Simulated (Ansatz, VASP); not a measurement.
## One calculation of PtSe2, two programs

Contents of INCAR:

```
PREC = Accurate ; ENCUT = 520
EDIFF = 1E-6 ; ISMEAR = -1
SIGMA = 0.05 ; LREAL = False
LASPH = True ; NELM = 150
ALGO = Normal ; ISIF = 2
LWAVE = False ; LCHARG = False
MAGMOM = 0 0 0 0 0 0 0 0 0 ; LORBIT = 11
LSORBIT = True ; GGA_COMPAT = False
LORBMOM = True ; LMAXMIX = 4
GGA = PE ; NBANDS = 35
```

File KPOINTS:

```
regular mesh
0
Gamma
  8 8 5
```

The input POSCAR:

```
PtSe2
1.0
    3.6736695059      0.0000000000      0.0000000000
   -1.8368347530      3.1814911172      0.0000000000
    0.0000000000      0.0000000000      4.9935862081
Pt Se
1 2
Direct
    0.0000000000      0.0000000000      0.0000000000
    0.6666666667      0.3333333333      0.7500000000
    0.3333333333      0.6666666667      0.2500000000
```

Contents of input.yaml:

```yaml
crystal:
  lattice:
    - [3.6736695059, 0.0, 0.0]
    - [-1.836834753, 3.1814911172, 0.0]
    - [0.0, 0.0, 4.9935862081]
  atoms:
    - { symbol: Pt, position: [0.0, 0.0, 0.0] }
    - { symbol: Se, position: [0.6666666667, 0.3333333333, 0.75] }
    - { symbol: Se, position: [0.3333333333, 0.6666666667, 0.25] }
hamiltonian:
  xc: pbe
  pseudopotentials: { kind: paw_fr }
magnetization:
  noncollinear: true
  spin_orbit: true
kpoints:
  mp_grid: { grid: [8, 8, 5] }
scf:
  occupations: { method: fermi_dirac, width: 0.05 }
output:
  forces: true
  stress: true
  eigenvalues: true
```

Alike in both runs: task single point; functional PBE; k mesh 8 × 8 × 5; occupations fermi-dirac, width 0.05 eV; non-collinear spin, spin-orbit coupling.

|  | VASP | Ansatz |
| --- | --- | --- |
| version | VASP 6.6.1 | Ansatz 0.2.0 |
| potentials or method | VASP PAW PBE potentials, release 64 (Pt, Se) | Ansatz PAW |
| plane-wave cutoff (eV) | 520 | 420 |
| valence electrons in the cell | 22 | 50 |

Ansatz gave:

| Quantity | Value |
| --- | --- |
| pressure (GPa) | 13.8 |
| traceless stress, the component that is largest in VASP (GPa) | -2.64 |
| rms of the force components (eV/Å) | 0.545 |

Q: What did VASP give for the same quantities?

A: Pressure (GPa): 14.0; traceless stress, the component that is largest in VASP (GPa): -2.71; rms of the force components (eV/Å): 0.559.

Atom by atom the forces differ by 0.014 eV/Å (rms over components). The functional is the same, so the differences come from potentials, cutoffs and numerics. VASP's potentials hold 22 valence electrons a cell and Ansatz's 50, so a difference there can come from the potentials and not from the codes.
